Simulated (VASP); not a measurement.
Input of a VASP 6.6.1 run:

The input POSCAR:

```
CaSe
1.0
    1.9771160979     -6.1095888331      0.0000000000
    1.9771160979      6.1095888331      0.0000000000
    0.0000000000      0.0000000000      4.3034175744
Ca Se
2 2
Direct
    0.3670683826      0.6329316174      0.7500000000
    0.6329316174      0.3670683826      0.2500000000
    0.8728455136      0.1271544864      0.2500000000
    0.1271544864      0.8728455136      0.7500000000
```

INCAR.step1

```
PREC = Accurate
ENCUT = 520
ISMEAR = -1
SIGMA = 0.03
LREAL = F
LASPH = T
NELM = 60
NBANDS = 24
GGA = PE
ALGO = Normal
EDIFF = 1E-4
LWAVE = T
LCHARG = F
```

Contents of INCAR.step2:

```
PREC = Accurate
ENCUT = 520
EDIFF = 1E-6
ISMEAR = -1
SIGMA = 0.03
LREAL = F
LASPH = T
NELM = 60
ALGO = Normal
ISIF = 2
LWAVE = F
LCHARG = T
METAGGA = R2SCAN
LMIXTAU = T
LUSE_VDW = T
IVDW_NL = 2
BPARAM = 11.95
CPARAM = 0.0093
LELF = T
LVHAR = T
NBANDS = 24
ISTART = 1
```

KPOINTS

```
Automatic mesh
0
Gamma
  6 6 6
```

Potentials or basis: VASP PAW PBE potentials, release 64 (Ca_sv, Se).

Run with:

```sh
$ cat potpaw_PBE.64/Ca_sv/POTCAR potpaw_PBE.64/Se/POTCAR > POTCAR
$ cp INCAR.step1 INCAR
$ mpirun -np 1 vasp_std > vasp.out
$ cp INCAR.step2 INCAR
$ mpirun -np 1 vasp_std > vasp.out
```

Predict the band gap on the k mesh.

2.30 eV.

What does it give for the pressure?

0.3 GPa.

Estimate the largest force.

0.021 eV/Å.

Forces on the atoms (eV/Å):
```
Ca   0.000 -0.021  0.000
Ca   0.000  0.021  0.000
Se   0.000 -0.020  0.000
Se   0.000  0.020  0.000
```

Caveat: the PAW data sets were made with another functional, which shifts forces and pressure a little. A k mesh can miss the band edges.
